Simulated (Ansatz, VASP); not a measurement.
Two plane-wave programs on Ti

```
Ti
1.0
     4.58125    0.00000    0.00000
    -2.29063    3.96748    0.00000
     0.00000    0.00000    2.83197
Ti
3
Direct
  0.00000 0.00000 0.00000
  0.33333 0.66667 0.50000
  0.66667 0.33333 0.50000
```

Alike in both runs: functional PBE; k mesh 8 × 8 × 11; occupations fermi-dirac, width 0.1 eV; no spin polarisation.

Ansatz relaxed the structure, and its values are those at the end. VASP's run is a single point on that final structure, the one shown.

|  | VASP | Ansatz |
| --- | --- | --- |
| version | VASP 6.6.1 | Ansatz 0.2.0 |
| potentials or method | VASP PAW PBE potentials, release 64 (Ti_sv), cutoff 520 eV | plane waves (420 eV) with PAW, scalar-relativistic |
| valence electrons in the cell | 36 | 36 |

Ansatz gave:

| Item | Value |
| --- | --- |
| pressure (GPa) | 0.0 |

Problem. Which values does VASP return?

Solution. Pressure (GPa): -0.2.
